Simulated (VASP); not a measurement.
Here is a VASP 6.6.1 calculation.

Contents of INCAR:

```
  PREC = Accurate
  ENCUT = 500
  EDIFF = 1E-6
  ISMEAR = 1
  SIGMA = 0.01
  LREAL = False
  LASPH = True
  NELM = 120
  ALGO = Normal
  ISIF = 2
  LWAVE = False
  LCHARG = False
  NBANDS = 14
  GGA_COMPAT = False
```

The input KPOINTS:

```
regular mesh
0
Gamma
  13 13 13
```

File POSCAR:

```
Rh
1.0
    0.0000000000      1.9350721950      1.9350721950
    1.9350721950      0.0000000000      1.9350721950
    1.9350721950      1.9350721950      0.0000000000
Rh
1
Direct
    0.0000000000      0.0000000000      0.0000000000
```

Potentials or basis: VASP PAW LDA potentials, release 64 (Rh_pv).

Command:

```bash
$ cat potpaw_LDA.64/Rh_pv/POTCAR > POTCAR
$ mpirun -np 1 vasp_std > vasp.out
```

**Question.** What does it give for the pressure?

**Answer.** -22.3 GPa.
